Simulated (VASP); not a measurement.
# Yb (P6_3/mmc) in VASP: further runs

Runs on Yb. Level: r2SCAN. Tasks: electric field gradients.

Everything below comes from runs of VASP 6.6.1. Logs are shortened: lines on timing, memory, paths and dates and some standing lists are left out, and cuts for length are marked.

### Step 1. The cell of the first run

Symmetry: P6_3/mmc, No. 194, hexagonal system. The conventional cell has a = 3.853 Å, b = 3.853 Å, c = 6.377 Å, α = 90.00°, β = 90.00°, γ = 120.00°. Within 5.1 Å of Yb (site symmetry -6m2) lie 12 Yb at 3.85 to 3.89 Å.

### Step 2. Electric field gradients, r2SCAN

The input, POSCAR:

```
Yb
1.0
    3.8528719872      0.0000000000      0.0000000000
   -1.9264359936      3.3366850185      0.0000000000
    0.0000000000      0.0000000000      6.3770470000
Yb
2
Direct
    0.6666666667      0.3333333333      0.7500000000
    0.3333333333      0.6666666667      0.2500000000
```

The input, INCAR.step1:

```
SYSTEM = Yb
ALGO = Normal
EDIFF = 1E-4
ENCUT = 520
GGA = PE
ISMEAR = -1
LASPH = .True.
LCHARG = .False.
LREAL = .False.
LWAVE = .True.
NBANDS = 31
NELM = 100
PREC = Accurate
SIGMA = 0.03
```

The input, INCAR.step2:

```
SYSTEM = Yb
ALGO = Normal
EDIFF = 1E-8
ENCUT = 520
ISIF = 2
ISMEAR = -1
ISTART = 1
LASPH = .True.
LCHARG = .False.
LEFG = .True.
LMIXTAU = .True.
LREAL = .False.
LWAVE = .False.
METAGGA = R2SCAN
NBANDS = 31
NELM = 100
PREC = Accurate
SIGMA = 0.03
```

The input, KPOINTS:

```
k-points
0
Gamma
  12 12 7
  0 0 0
```

Potentials or basis: VASP PAW PBE potentials, release 64 (Yb).

Run with:

```console
> cat potpaw_PBE.64/Yb/POTCAR > POTCAR
> cp INCAR.step1 INCAR
> mpirun -np 1 vasp_std > vasp.out
> cp INCAR.step2 INCAR
> mpirun -np 1 vasp_std > vasp.out
```

OUTCAR:

```text
SYSTEM = Yb
   EDIFF = 1E-8
   ENCUT = 520
   ISIF = 2
   ISMEAR = -1
   ISTART = 1
   LASPH = .True.
   LREAL = .False.
   METAGGA = R2SCAN
   NELM = 100
   PREC = Accurate

 ion  position               nearest neighbor table
   1  0.667  0.333  0.750-
   2  0.333  0.667  0.250-

  LATTYP: Found a hexagonal cell.
 ALAT       =     3.8528719872
 C/A-ratio  =     1.6551411573

  Lattice vectors:

 A1 = (   3.8528719872,   0.0000000000,   0.0000000000)
 A2 = (  -1.9264359936,   3.3366850185,   0.0000000000)
 A3 = (   0.0000000000,   0.0000000000,   6.3770470000)

Analysis of symmetry for initial positions (statically):
=====================================================================
 Subroutine PRICEL returns:
 Original cell was already a primitive cell.

 Routine SETGRP: Setting up the symmetry group for a
 hexagonal supercell.

 Subroutine GETGRP returns: Found 24 space group operations
 (whereof 12 operations were pure point group operations)
 out of a pool of 24 trial point group operations.

The static configuration has the point symmetry D_3d.
 The point group associated with its full space group is D_6h.

Analysis of symmetry for dynamics (positions and initial velocities):
=====================================================================
 Subroutine PRICEL returns:
 Original cell was already a primitive cell.

 Routine SETGRP: Setting up the symmetry group for a
 hexagonal supercell.

 Subroutine GETGRP returns: Found 24 space group operations
 (whereof 12 operations were pure point group operations)
 out of a pool of 24 trial point group operations.

The dynamic configuration has the point symmetry D_3d.
 The point group associated with its full space group is D_6h.

 Subroutine INISYM returns: Found 24 space group operations
 (whereof 12 operations are pure point group operations),
 and found     1 'primitive' translations

----------------------------------------------------------------------------------------

                                     Primitive cell

  volume of cell :      81.9822

[... 113 lines left out ...]
   METAGGA = R2SCAN    functional components
   LHFCALC =     F    Hartree Fock is set to
   AEXX    =    0.0000 exact exchange contribution
   IVDW    =     0    specifies the selected vdW correction
   LEPSILON=     F    determine dielectric tensor
   LRPA    =     F    only Hartree local field effects (RPA)
 non-spin polarized calculation
  energy-cutoff  :      520.00
  volume of cell :       81.98
 maximum number of plane-waves:      2229
 NGX is ok and might be reduce to    30
   NGX = 15   NGY = 15   NGZ = 23

 number of electron      48.0000009 magnetization

 Free energy of the ion-electron system (eV)
  ---------------------------------------------------
  ext. energy  EPLUGINS =         0.00000000
  ---------------------------------------------------
  free energy    TOTEN  =       -70.95041383 eV

  energy without entropy =      -70.94300806  energy(sigma->0) =      -70.94671094

 E-fermi :   1.1102     XC(G=0):  -9.5389

 val. band max:        1.0894741114   @ k =   0.0833   0.0833   0.0000
 cond. band min:       1.1122876041   @ k =   0.0833   0.0000   0.0000
 fundamental gap:      0.0228134927
 Fermi energy:         1.1102284416

 k-point     1 :       0.0000    0.0000    0.0000
  band No.  band energies     occupation
      1     -52.3096      2.00000
      2     -52.3007      2.00000
      3     -24.1513      2.00000
      4     -23.9720      2.00000
      5     -23.9719      2.00000
      6     -23.9441      2.00000
[... 805 lines left out ...]
     30       5.6758      0.00000
     31       5.9146      0.00000

 [... further k-points ...]
[... 5 lines left out ...]
  --------------------------------------------------------------------------------------
  -------------------------------------------------------------------------------------
  Total       -1.3399741     -1.3399741     -1.3776188      0.0000000      0.0000000      0.0000000
  in kB      -26.1871107    -26.1871107    -26.9228002      0.0000000      0.0000000      0.0000000
  external PRESSURE =     -26.4323405 kB  Pullay stress =       0.0000000 kB

 VOLUME and BASIS-vectors are now :
 -----------------------------------------------------------------------------
  energy-cutoff  :      520.00
  volume of cell :       81.98
      direct lattice vectors                 reciprocal lattice vectors
     3.852871987  0.000000000  0.000000000     0.259546646  0.149849326  0.000000000
    -1.926435994  3.336685018  0.000000000     0.000000000  0.299698651  0.000000000
     0.000000000  0.000000000  6.377047000     0.000000000  0.000000000  0.156812393

 POSITION                                       TOTAL-FORCE (eV/Angst)
 -----------------------------------------------------------------------------------
      1.92644      1.11223      4.78279        -0.000000      0.000000      0.000000
     -0.00000      2.22446      1.59426         0.000000     -0.000000      0.000000
 -----------------------------------------------------------------------------------
    total drift:                               -0.000001      0.000000     -0.000000

  FREE ENERGIE OF THE ION-ELECTRON SYSTEM (eV)
  ---------------------------------------------------
  free  energy   TOTEN  =       -70.9504138315 eV

  energy  without entropy=      -70.9430080571  energy(sigma->0) =      -70.94671094

 Electric field gradients (V/A^2)
---------------------------------------------------------------------
 ion       V_xx      V_yy      V_zz      V_xy      V_xz      V_yz
---------------------------------------------------------------------
   1      11.531    11.530   -23.062    -0.001    -0.000     0.000
   2      11.531    11.530   -23.062    -0.001     0.000    -0.000
---------------------------------------------------------------------

 Electric field gradients after diagonalization (V/A^2)
 (convention: |V_zz| > |V_xx| > |V_yy|)
----------------------------------------------------------------------
 ion       V_xx      V_yy      V_zz     asymmetry (V_yy - V_xx)/ V_zz
----------------------------------------------------------------------
   1      11.532    11.530   -23.062       0.000
   2      11.532    11.530   -23.062       0.000
----------------------------------------------------------------------

           NMR quadrupolar parameters

 Cq : quadrupolar parameter    Cq=e*Q*V_zz/h
 eta: asymmetry parameters     (V_yy - V_xx)/ V_zz
 Q  : nuclear electric quadrupole moment in mb (millibarn)
----------------------------------------------------------------------
 ion       Cq(MHz)       eta       Q (mb)
----------------------------------------------------------------------
   1      -0.056       0.000       1.000
   2      -0.056       0.000       1.000
----------------------------------------------------------------------
```

OSZICAR.step1:

```text
N       E                     dE             d eps       ncg     rms          rms(c)
DAV:   1     0.330625860817E+03    0.33063E+03   -0.16030E+04  6856   0.100E+04
DAV:   2     0.606729085304E+02   -0.26995E+03   -0.25479E+03  6765   0.889E+02
DAV:   3     0.446460531947E+01   -0.56208E+02   -0.55112E+02  7603   0.213E+02
DAV:   4    -0.506581288805E+01   -0.95304E+01   -0.94498E+01  9003   0.693E+01
[... 16 lines left out ...]
DAV:  21    -0.704441528637E+01    0.71853E-03   -0.47908E-03  6624   0.175E+00    0.367E+00
DAV:  22    -0.704516873803E+01   -0.75345E-03   -0.11054E-03  7032   0.239E+00    0.364E+00
DAV:  23    -0.704402972058E+01    0.11390E-02   -0.30680E-04  4872   0.199E+00    0.181E+00
DAV:  24    -0.704354494087E+01    0.48478E-03   -0.21332E-03  8066   0.140E+00    0.112E+00
DAV:  25    -0.704345761885E+01    0.87322E-04   -0.10646E-04  4169   0.345E-01
   1 F= -.70434576E+01 E0= -.70400036E+01  d E =-.690803E-02
```

Run time: 20 min. Hardware: 1 thread of Intel Xeon 6975P-C (Granite Rapids), shared host; peak memory 0.32 GiB.

Results:

* Free energy: -70.9504 eV
* Pressure: -2.6 GPa
* Band gap on the k mesh: zero (band 24 reaches 1.34 eV, above the bottom of band 25 at 0.89 eV)

Electric field gradients, principal values (V/Å²):
```tsv
atom	least	middle	greatest (by size)
1 Yb	11.530	11.532	-23.062
2 Yb	11.530	11.532	-23.062
```

Caveat: without QUAD_EFG the Cq values of the log hold for a quadrupole moment of 1 mb, not for the nuclei; the PAW data sets were made with another functional, which shifts forces and pressure a little; spin-orbit coupling is left out, which moves the levels of the heavy elements. Spin polarisation is off, so any magnetic state and its effect on volume and gap are missing.

### Step 3. Electric field gradients, r2SCAN (volume scaled by 1.06)

The input, POSCAR:

```
Yb
1.0
    3.9284376813      0.0000000000      0.0000000000
   -1.9642188407      3.4021268292      0.0000000000
    0.0000000000      0.0000000000      6.5021188904
Yb
2
Direct
    0.6666666667      0.3333333333      0.7500000000
    0.3333333333      0.6666666667      0.2500000000
```

The input, INCAR.step1:

```
PREC = Accurate
ENCUT = 520
ISMEAR = -1
SIGMA = 0.03
LREAL = F
LASPH = T
NELM = 100
NBANDS = 31
GGA = PE
ALGO = Normal
EDIFF = 1E-4
LWAVE = T
LCHARG = F
```

The input, INCAR.step2:

```
PREC = Accurate
ENCUT = 520
EDIFF = 1E-8
ISMEAR = -1
SIGMA = 0.03
LREAL = F
LASPH = T
NELM = 100
ALGO = Normal
ISIF = 2
LWAVE = F
LCHARG = F
METAGGA = R2SCAN
LMIXTAU = T
LEFG = T
NBANDS = 31
ISTART = 1
```

The input, KPOINTS:

```
regular mesh
0
Gamma
  12 12 7
```

Potentials or basis: VASP PAW PBE potentials, release 64 (Yb).

Run with:

```console
> cat potpaw_PBE.64/Yb/POTCAR > POTCAR
> cp INCAR.step1 INCAR
> mpirun -np 1 vasp_std > vasp.out
> cp INCAR.step2 INCAR
> mpirun -np 1 vasp_std > vasp.out
```

OUTCAR:

```text
PREC = Accurate
   ENCUT = 520
   EDIFF = 1E-8
   ISMEAR = -1
   LREAL = F
   LASPH = T
   NELM = 100
   ISIF = 2
   METAGGA = R2SCAN
   ISTART = 1

 ion  position               nearest neighbor table
   1  0.667  0.333  0.750-
   2  0.333  0.667  0.250-

  LATTYP: Found a hexagonal cell.
 ALAT       =     3.9284376813
 C/A-ratio  =     1.6551411573

  Lattice vectors:

 A1 = (   3.9284376813,   0.0000000000,   0.0000000000)
[... 1029 lines left out ...]

  FREE ENERGIE OF THE ION-ELECTRON SYSTEM (eV)
  ---------------------------------------------------
  free  energy   TOTEN  =       -70.8644711862 eV

  energy  without entropy=      -70.8576297964  energy(sigma->0) =      -70.86105049

 Electric field gradients (V/A^2)
---------------------------------------------------------------------
 ion       V_xx      V_yy      V_zz      V_xy      V_xz      V_yz
---------------------------------------------------------------------
   1      10.354    10.348   -20.702    -0.004     0.000    -0.000
   2      10.354    10.348   -20.702    -0.004    -0.000     0.000
---------------------------------------------------------------------

 Electric field gradients after diagonalization (V/A^2)
 (convention: |V_zz| > |V_xx| > |V_yy|)
----------------------------------------------------------------------
 ion       V_xx      V_yy      V_zz     asymmetry (V_yy - V_xx)/ V_zz
----------------------------------------------------------------------
   1      10.356    10.346   -20.702       0.000
   2      10.356    10.346   -20.702       0.000
----------------------------------------------------------------------

           NMR quadrupolar parameters

 Cq : quadrupolar parameter    Cq=e*Q*V_zz/h
 eta: asymmetry parameters     (V_yy - V_xx)/ V_zz
 Q  : nuclear electric quadrupole moment in mb (millibarn)
----------------------------------------------------------------------
 ion       Cq(MHz)       eta       Q (mb)
----------------------------------------------------------------------
   1      -0.050       0.000       1.000
   2      -0.050       0.000       1.000
----------------------------------------------------------------------
```

OUTCAR.step1:

```text
PREC = Accurate
   ENCUT = 520
   ISMEAR = -1
   LREAL = F
   LASPH = T
   NELM = 100
[... 1038 lines left out ...]
 -----------------------------------------------------------------------------------
      1.96422      1.13404      4.87659        -0.000000     -0.000000      0.000000
     -0.00000      2.26808      1.62553         0.000000      0.000000      0.000000
 -----------------------------------------------------------------------------------
    total drift:                                0.000000     -0.000000      0.000000

  FREE ENERGIE OF THE ION-ELECTRON SYSTEM (eV)
  ---------------------------------------------------
  free  energy   TOTEN  =        -6.9680711693 eV

  energy  without entropy=       -6.9622263281  energy(sigma->0) =       -6.96514875
```

OSZICAR.step1:

```text
N       E                     dE             d eps       ncg     rms          rms(c)
DAV:   1     0.342584889532E+03    0.34258E+03   -0.16026E+04  6739   0.100E+04
DAV:   2     0.668180107284E+02   -0.27577E+03   -0.25964E+03  6595   0.867E+02
[... 15 lines left out ...]
DAV:  18    -0.698450621077E+01   -0.11288E-01   -0.16299E-02  9096   0.448E+00    0.151E+01
DAV:  19    -0.697591258645E+01    0.85936E-02   -0.57535E-03  7992   0.239E+00    0.137E+01
DAV:  20    -0.696679000896E+01    0.91226E-02   -0.14996E-02  6873   0.414E+00    0.673E+00
DAV:  21    -0.696773279631E+01   -0.94279E-03   -0.68660E-03  8728   0.195E+00    0.490E+00
DAV:  22    -0.696797774931E+01   -0.24495E-03   -0.15374E-03  7528   0.266E-01    0.489E+00
DAV:  23    -0.696807116927E+01   -0.93420E-04   -0.41374E-05  3968   0.387E-01
   1 F= -.69680712E+01 E0= -.69651487E+01  d E =-.584484E-02
```

It took 35 min on 1 thread of Intel Xeon Platinum 8488C (Sapphire Rapids), shared host; peak memory 0.33 GiB.

What came out:

| Quantity | Value |
| --- | --- |
| Free energy | -70.8645 eV |
| Pressure | -3.2 GPa |
| Band gap on the k mesh | zero (band 24 reaches 1.18 eV, above the bottom of band 25 at 0.73 eV) |

Stress tensor (GPa, compression positive):
```
-3.15  0.00  0.00
 0.00 -3.15  0.00
 0.00  0.00 -3.26
```

Electric field gradients, principal values (V/Å²):
| atom | least | middle | greatest (by size) |
| --- | --- | --- | --- |
| 1 Yb | 10.346 | 10.356 | -20.702 |
| 2 Yb | 10.346 | 10.356 | -20.702 |

Caveat: without QUAD_EFG the Cq values of the log hold for a quadrupole moment of 1 mb, not for the nuclei; the PAW data sets were made with another functional, which shifts forces and pressure a little; spin-orbit coupling is left out, which moves the levels of the heavy elements. Spin polarisation is off, so any magnetic state and its effect on volume and gap are missing.
